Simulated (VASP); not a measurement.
Runs of VASP 6.6.1 on Cu. The structure is that of space group Fm-3m (No. 225), or close to it. The cells are those of the table. 

```tsv
cell	gap on the mesh (eV)	pressure (GPa)
a = 2.569, b = 2.569, c = 2.582 Å, angles 59.8, 59.8, 60.3°, 1 atom	none	(b)
a = 2.531, b = 2.531, c = 2.505 Å, angles 60.3, 60.3, 59.3°, 1 atom	none	9.0
a = 2.575, b = 2.575, c = 2.595 Å, angles 59.8, 59.8, 60.5°, 1 atom	none	-1.8
a = 2.579, b = 2.579, c = 2.601 Å, angles 59.7, 59.7, 60.6°, 1 atom	none	-2.3
a = 2.582, b = 2.582, c = 2.607 Å, angles 59.7, 59.7, 60.7°, 1 atom	none	-3.1
a = 2.550, b = 2.550, c = 2.543 Å, angles 60.1, 60.1, 59.8°, 1 atom	none	3.8
a = 2.563, b = 2.563, c = 2.569 Å, angles 59.9, 59.9, 60.2°, 1 atom	none	0.9
a = 2.543, b = 2.543, c = 2.531 Å, angles 60.2, 60.2, 59.7°, 1 atom	none	(a)
```

Alike in all rows: task single point; level PBE; potentials or basis VASP PAW PBE potentials, release 64 (Cu); no spin polarisation; k mesh 22 × 22 × 22; cutoff (eV) 520; smearing gaussian 0.15 eV.

Question: Estimate the missing entries.

Answer: (a) 5.5; (b) -0.5.

A gap of «none» marks levels without a gap at the run's occupations.
